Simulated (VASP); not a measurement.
# Ge3Cl (P6_3/mmc) in VASP: a series of runs

The runs below take Ge3Cl through single point, with PBE.

All numbers are computed with VASP 6.6.1; they aren't measurements. Logs are shortened: lines on timing, memory, paths and dates and some standing lists are left out, and cuts for length are marked.

### 1 The cell of the first run

The structure is hexagonal, space group P6_3/mmc (No. 194). Conventional cell: a = 7.638 Å, b = 7.638 Å, c = 3.708 Å, α = 90.00°, β = 90.00°, γ = 120.00°. Within 3.5 Å of Ge (site symmetry mm2) lie 6 Ge at 2.67 to 3.33 Å and 2 Cl at 3.10 Å. Cl (site symmetry -6m2) has 12 Ge at 3.10 to 3.83 Å and 2 Cl at 3.71 Å within 4.1 Å.

### 2 Single point, PBE

File INCAR:

```
PREC     = Accurate       # precision mode
ENCUT    = 520            # plane-wave cutoff, eV
EDIFF    = 1E-6           # SCF threshold, eV
ISMEAR   = 0              # smearing method
SIGMA    = 0.1            # smearing width, eV
LREAL    = False          # projectors in reciprocal space
LASPH    = True           # aspherical terms in the spheres
NELM     = 100            # most SCF steps
ALGO     = Normal         # electronic algorithm
ISIF     = 2              # what is computed and relaxed
LWAVE    = False          # write WAVECAR
LCHARG   = True           # write CHGCAR
GGA      = PE             # functional
LELF     = True           # ELF
LVHAR    = True         
NBANDS   = 59             # bands
```

File KPOINTS:

```
regular mesh
0
Gamma
  6 6 10
```

File POSCAR:

```
Ge3Cl
1.0
    7.6379257641      0.0000000000      0.0000000000
   -3.8189628821      6.6146377439      0.0000000000
    0.0000000000      0.0000000000      3.7084444910
Ge Cl
6 2
Direct
    0.2902683039      0.1451341520      0.7500000000
    0.8548658480      0.1451341520      0.7500000000
    0.8548658480      0.7097316961      0.7500000000
    0.7097316961      0.8548658480      0.2500000000
    0.1451341520      0.8548658480      0.2500000000
    0.1451341520      0.2902683039      0.2500000000
    0.6666666667      0.3333333333      0.2500000000
    0.3333333333      0.6666666667      0.7500000000
```

Potentials or basis: VASP PAW PBE potentials, release 64 (Ge_d, Cl).

Started as:

```sh
cat potpaw_PBE.64/Ge_d/POTCAR potpaw_PBE.64/Cl/POTCAR > POTCAR
mpirun -np 1 vasp_std > vasp.out
```

OUTCAR:

```text
PREC = Accurate
   ENCUT = 520
   EDIFF = 1E-6
   ISMEAR = 0
   LREAL = False
   LASPH = True
   NELM = 100
   ISIF = 2
   GGA = PE

 ion  position               nearest neighbor table
   1  0.290  0.145  0.750-   6 2.67   6 2.67   5 2.67   5 2.67
   2  0.855  0.145  0.750-   4 2.67   4 2.67   6 2.67   6 2.67
   3  0.855  0.710  0.750-   4 2.67   4 2.67   5 2.67   5 2.67
   4  0.710  0.855  0.250-   3 2.67   3 2.67   2 2.67   2 2.67
   5  0.145  0.855  0.250-   1 2.67   1 2.67   3 2.67   3 2.67
   6  0.145  0.290  0.250-   1 2.67   1 2.67   2 2.67   2 2.67
   7  0.667  0.333  0.250-
   8  0.333  0.667  0.750-

  LATTYP: Found a hexagonal cell.
 ALAT       =     7.6379257641
 C/A-ratio  =     0.4855303135

  Lattice vectors:

 A1 = (   7.6379257641,   0.0000000000,   0.0000000000)
 A2 = (  -3.8189628821,   6.6146377439,   0.0000000000)
 A3 = (   0.0000000000,   0.0000000000,   3.7084444910)

Analysis of symmetry for initial positions (statically):
=====================================================================
 Subroutine PRICEL returns:
 Original cell was already a primitive cell.

 Routine SETGRP: Setting up the symmetry group for a
 hexagonal supercell.

 Subroutine GETGRP returns: Found 24 space group operations
 (whereof 12 operations were pure point group operations)
 out of a pool of 24 trial point group operations.

The static configuration has the point symmetry D_3d.
 The point group associated with its full space group is D_6h.

Analysis of symmetry for dynamics (positions and initial velocities):
=====================================================================
 Subroutine PRICEL returns:
 Original cell was already a primitive cell.

 Routine SETGRP: Setting up the symmetry group for a
 hexagonal supercell.

 Subroutine GETGRP returns: Found 24 space group operations
 (whereof 12 operations were pure point group operations)
 out of a pool of 24 trial point group operations.

The dynamic configuration has the point symmetry D_3d.
 The point group associated with its full space group is D_6h.

 Subroutine INISYM returns: Found 24 space group operations
 (whereof 12 operations are pure point group operations),
 and found     1 'primitive' translations

----------------------------------------------------------------------------------------

                                     Primitive cell

  volume of cell :     187.3584

  direct lattice vectors                    reciprocal lattice vectors
     7.637925764  0.000000000  0.000000000     0.130925598  0.075589929  0.000000000
    -3.818962882  6.614637744  0.000000000     0.000000000  0.151179859  0.000000000
     0.000000000  0.000000000  3.708444491     0.000000000  0.000000000  0.269654838

  length of vectors
     7.637925764  7.637925764  3.708444491     0.151179859  0.151179859  0.269654838

  position of ions in fractional coordinates (direct lattice)
     0.290268304  0.145134152  0.750000000
     0.854865848  0.145134152  0.750000000
     0.854865848  0.709731696  0.750000000
     0.709731696  0.854865848  0.250000000
     0.145134152  0.854865848  0.250000000
     0.145134152  0.290268304  0.250000000
     0.666666667  0.333333333  0.250000000
     0.333333333  0.666666667  0.750000000

  ion indices of the primitive-cell ions
   primitive index   ion index
                 1           1
                 2           2
                 3           3
                 4           4
                 5           5
                 6           6
                 7           7
                 8           8

----------------------------------------------------------------------------------------

 KPOINTS: regular mesh

Automatic generation of k-mesh.
 Grid dimensions read from file:
 generate k-points for:    6    6   10

 Generating k-lattice:

  Cartesian coordinates                     Fractional coordinates (reciprocal lattice)
     0.021820933  0.012598322  0.000000000     0.166666667  0.000000000  0.000000000
     0.000000000  0.025196643  0.000000000     0.000000000  0.166666667  0.000000000
     0.000000000  0.000000000  0.026965484     0.000000000  0.000000000  0.100000000

  Length of vectors
     0.025196643  0.025196643  0.026965484

  Shift w.r.t. Gamma in fractional coordinates (k-lattice)
     0.000000000  0.000000000  0.000000000

 Subroutine IBZKPT returns following result:
 ===========================================

 Found     42 irreducible k-points:

 Following reciprocal coordinates:
            Coordinates               Weight
  0.000000  0.000000  0.000000      1.000000
  0.166667 -0.000000  0.000000      6.000000
  0.333333 -0.000000  0.000000      6.000000
  0.500000 -0.000000  0.000000      3.000000
  0.166667  0.166667  0.000000      6.000000
  0.333333  0.166667  0.000000     12.000000
[... 16 lines left out ...]
  0.166667 -0.000000  0.300000     12.000000
  0.333333 -0.000000  0.300000     12.000000
 [... further k-points ...]
   k-points           NKPTS =     42   k-points in BZ     NKDIM =     42   number of bands    NBANDS=     59
   number of dos      NEDOS =    301   number of ions     NIONS =      8
   total plane-waves  NPLWV = 100800
   dimension x,y,z NGX =    60 NGY =   60 NGZ =   28
   dimension x,y,z NGXF=   120 NGYF=  120 NGZF=   56
   ions per type =               6   2
   NGX,Y,Z   is equivalent  to a cutoff of  13.06, 13.06, 12.55 a.u.
   NGXF,Y,Z  is equivalent  to a cutoff of  26.12, 26.12, 25.10 a.u.
 SYSTEM =  unknown system
   PREC   = accura    normal or accurate (medium, high low for compatibility)
   ISTART =      0    job   : 0-new  1-cont  2-samecut
   ICHARG =      2    charge: 1-file 2-atom 10-const
   ISPIN  =      1    spin polarized calculation?
   LNONCOLLINEAR =      F non collinear calculations
   LSORBIT =      F    spin-orbit coupling
   LASPH  =      T    aspherical Exc in radial PAW
   ENCUT  =  520.0 eV  38.22 Ry    6.18 a.u.  14.20 14.20  6.90*2*pi/ulx,y,z
   NELM   =    100;   NELMIN=  2; NELMDL= -5     # of ELM steps
   EDIFF  = 0.1E-05   stopping-criterion for ELM
   LREAL  =      F    real-space projection
   EDIFFG = 0.1E-04   stopping-criterion for IOM
   NSW    =      0    number of steps for IOM
   IBRION =     -1    ionic relax: 0-MD 1-quasi-New 2-CG
   NFREE  =      0    steps in history (QN), initial steepest desc. (CG)
   ISIF   =      2    stress and relaxation
   ISYM   =      2    0-nonsym 1-usesym 2-fastsym
   POTIM  = 0.5000    time-step for ionic-motion
   TEBEG  =    0.0;   TEEND  =   0.0 temperature during run
   PSTRESS=    0.0 pullay stress
   NELECT =      98.0000    total number of electrons
   NUPDOWN=      -1.0000    fix difference up-down
   EMIN   =  10.00;   EMAX   =-10.00  energy-range for DOS
   EFERMI =   0.00;   METHOD = LEGACY
   ISMEAR =     0;   SIGMA  =   0.10  broadening in eV -4-tet -1-fermi 0-gaus
   EFERMI_NEDOS =   21; number of points for ismear=-14 and -15
   IALGO  =     38    algorithm
   IMIX   =      4    mixing-type and parameters
     AMIX     =   0.40;   BMIX     =  1.00
     AMIX_MAG =   1.60;   BMIX_MAG =  1.00
  volume/ion in A,a.u.               =      23.42       158.04
  Fermi-wavevector in a.u.,A,eV,Ry     =   1.319043  2.492631 23.672444  1.739876
  Thomas-Fermi vector in A             =   2.448970
   LORBIT       =      0    0 simple, 1 ext, 2 COOP (PROOUT), +10 PAW based schemes
   GGA     = PE    functional components
   LHFCALC =     F    Hartree Fock is set to
   AEXX    =    0.0000 exact exchange contribution
   IVDW    =     0    specifies the selected vdW correction
   LEPSILON=     F    determine dielectric tensor
   LRPA    =     F    only Hartree local field effects (RPA)
 non-spin polarized calculation
 Gauss-broadening in eV      SIGMA  =   0.10
  energy-cutoff  :      520.00
  volume of cell :      187.36
 maximum number of plane-waves:      5072
 NGX is ok and might be reduce to    60
   NGX = 29   NGY = 29   NGZ = 13

 number of electron      97.9999981 magnetization

 Free energy of the ion-electron system (eV)
  ---------------------------------------------------
  ext. energy  EPLUGINS =         0.00000000
  ---------------------------------------------------
  free energy    TOTEN  =       -29.65791812 eV

  energy without entropy =      -29.63299001  energy(sigma->0) =      -29.64545407

 E-fermi :   3.6717     XC(G=0):  -9.6799

 val. band max:        3.6659445420   @ k =   0.0000   0.0000   0.3000
 cond. band min:       3.6774014920   @ k =   0.3333   0.3333   0.3000
 fundamental gap:      0.0114569500
 Fermi energy:         3.6717425425

 k-point     1 :       0.0000    0.0000    0.0000
  band No.  band energies     occupation
      1     -20.7706      2.00000
      2     -20.7569      2.00000
      3     -20.7535      2.00000
      4     -20.7455      2.00000
      5     -20.7455      2.00000
      6     -20.7327      2.00000
[... 51 lines left out ...]
     58       8.8171      0.00000
     59       8.8986      0.00000

 k-point     2 :       0.1667   -0.0000    0.0000
  band No.  band energies     occupation
      1     -20.7706      2.00000
      2     -20.7568      2.00000
      3     -20.7534      2.00000
      4     -20.7455      2.00000
      5     -20.7453      2.00000
      6     -20.7327      2.00000
[... 51 lines left out ...]
     58       8.6985      0.00000
     59       8.8539      0.00000

 k-point     3 :       0.3333   -0.0000    0.0000
  band No.  band energies     occupation
      1     -20.7707      2.00000
      2     -20.7567      2.00000
      3     -20.7531      2.00000
      4     -20.7453      2.00000
      5     -20.7449      2.00000
      6     -20.7328      2.00000
[... 1238 lines left out ...]
      5     -20.7380      2.00000
      6     -20.7347      2.00000
[... 51 lines left out ...]
     58       8.4434      0.00000
     59       8.5515      0.00000

 k-point    24 :       0.3333   -0.0000    0.3000
  band No.  band energies     occupation
      1     -20.7517      2.00000
      2     -20.7514      2.00000
      3     -20.7461      2.00000
      4     -20.7456      2.00000
      5     -20.7381      2.00000
      6     -20.7344      2.00000
[... 51 lines left out ...]
     58       8.5076      0.00000
     59       9.0647      0.00000

 [... further k-points ...]
[... 5 lines left out ...]
  --------------------------------------------------------------------------------------
  -------------------------------------------------------------------------------------
  Total       -0.0158485     -0.0158485     -0.0217296      0.0000000     -0.0000000      0.0000000
  in kB       -0.1355272     -0.1355272     -0.1858183      0.0000000     -0.0000000      0.0000000
  external PRESSURE =      -0.1522909 kB  Pullay stress =       0.0000000 kB

 VOLUME and BASIS-vectors are now :
 -----------------------------------------------------------------------------
  energy-cutoff  :      520.00
  volume of cell :      187.36
      direct lattice vectors                 reciprocal lattice vectors
     7.637925764  0.000000000  0.000000000     0.130925598  0.075589929  0.000000000
    -3.818962882  6.614637744  0.000000000     0.000000000  0.151179859  0.000000000
     0.000000000  0.000000000  3.708444491     0.000000000  0.000000000  0.269654838

 POSITION                                       TOTAL-FORCE (eV/Angst)
 -----------------------------------------------------------------------------------
      1.66279      0.96001      2.78133         0.004096      0.002365     -0.000000
      5.97514      0.96001      2.78133        -0.004096      0.002365     -0.000000
      3.81896      4.69462      2.78133         0.000000     -0.004730     -0.000000
      2.15618      5.65463      0.92711        -0.004096     -0.002365      0.000000
     -2.15618      5.65463      0.92711         0.004096     -0.002365      0.000000
      0.00000      1.92002      0.92711        -0.000000      0.004730      0.000000
      3.81896      2.20488      0.92711        -0.000000      0.000000      0.000000
     -0.00000      4.40976      2.78133        -0.000000      0.000000      0.000000
 -----------------------------------------------------------------------------------
    total drift:                                0.000000     -0.000000      0.000000

  FREE ENERGIE OF THE ION-ELECTRON SYSTEM (eV)
  ---------------------------------------------------
  free  energy   TOTEN  =       -29.6579181175 eV

  energy  without entropy=      -29.6329900150  energy(sigma->0) =      -29.64545407
```

Wall time 6.2 min (1 thread of Intel Xeon Platinum 8259CL at 2.50GHz (Skylake/Cascade Lake), shared host); peak memory 0.49 GiB.

Results:

```
Free energy            : -29.6579 eV
Pressure               : 0.0 GPa
Largest force          : 0.005 eV/Å
Band gap on the k mesh : zero (band 49 reaches 4.64 eV, above the bottom of band 50 at 2.79 eV)
```

Forces in eV/Å, atoms in the order of the input:
```
Ge   0.004  0.002  0.000
Ge  -0.004  0.002  0.000
Ge   0.000 -0.005  0.000
Ge  -0.004 -0.002  0.000
Ge   0.004 -0.002  0.000
Ge   0.000  0.005  0.000
Cl   0.000  0.000  0.000
Cl   0.000  0.000  0.000
```

Levels at points of the mesh, in eV from the Fermi level:
| k point | band 47 | band 48 | band 49 | band 50 | band 51 | band 52 |
| --- | --- | --- | --- | --- | --- | --- |
| (0.00, 0.00, 0.00) | -0.65 | 0.82 | 0.82 | 1.31 | 1.31 | 1.70 |
| (0.50, 0.00, 0.00) | -0.74 | 0.36 | 0.78 | 1.06 | 1.15 | 1.60 |
| (0.00, 0.00, 0.50) | -1.33 | -1.33 | 0.47 | 0.47 | 1.92 | 1.92 |
| (0.50, 0.00, 0.50) | -1.61 | -1.61 | -0.72 | -0.72 | 1.33 | 1.33 |

(Part 1 of 2 ends here.)
